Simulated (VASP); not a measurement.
Runs of VASP 6.6.1 on Nb. The structure is that of space group I4/mmm (No. 139), or close to it. The cells are those of the table. 

```tsv
cell	further INCAR settings	gap on the mesh (eV)	pressure (GPa)
a = 2.953 Å, angles 101.5, 101.5, 126.9°, 1 atom	ALGO = Fast; EDIFF = 1e-06; NBANDS = 12	none	-2.9
a = 2.919 Å, angles 103.5, 103.5, 122.2°, 1 atom	ALGO = Fast; EDIFF = 1e-06; NBANDS = 12	none	-4.5
a = 2.898 Å, angles 105.4, 105.4, 118.0°, 1 atom	ALGO = Fast; EDIFF = 1e-07; NBANDS = 12	none	-6.5
a = 2.929 Å, angles 117.3, 117.3, 94.8°, 1 atom	ALGO = Fast; EDIFF = 1e-06; NBANDS = 12	none	-4.3
a = 2.886 Å, angles 107.3, 107.3, 113.9°, 1 atom	ALGO = Fast; EDIFF = 1e-06; NBANDS = 12	none	(b)
a = 2.904 Å, angles 114.7, 114.7, 99.4°, 1 atom	ALGO = Fast; EDIFF = 1e-06; NBANDS = 12	none	(c)
a = 2.888 Å, angles 112.1, 112.1, 104.2°, 1 atom	ALGO = Fast; EDIFF = 1e-07; NBANDS = 12	none	-8.1
a = 2.990 Å, angles 100.0, 100.0, 130.6°, 1 atom	ALGO = Fast; EDIFF = 1e-06; NBANDS = 12	none	(a)
```

Alike in all rows: task single point; level PBEsol; potentials or basis VASP PAW PBE potentials, release 64 (Nb_sv); no spin polarisation; k mesh 22 × 22 × 22; cutoff (eV) 520; smearing gaussian 0.15 eV.

**Question.** Estimate the missing entries.

**Answer.** (a) 1.2; (b) -8.3; (c) -6.3.

Caveats: the PAW data sets were made with another functional, which shifts forces and pressure a little.

A k mesh can miss the band edges, and the runs leave out spin-orbit coupling on Nb.

A gap of «none» marks levels without a gap at the run's occupations.
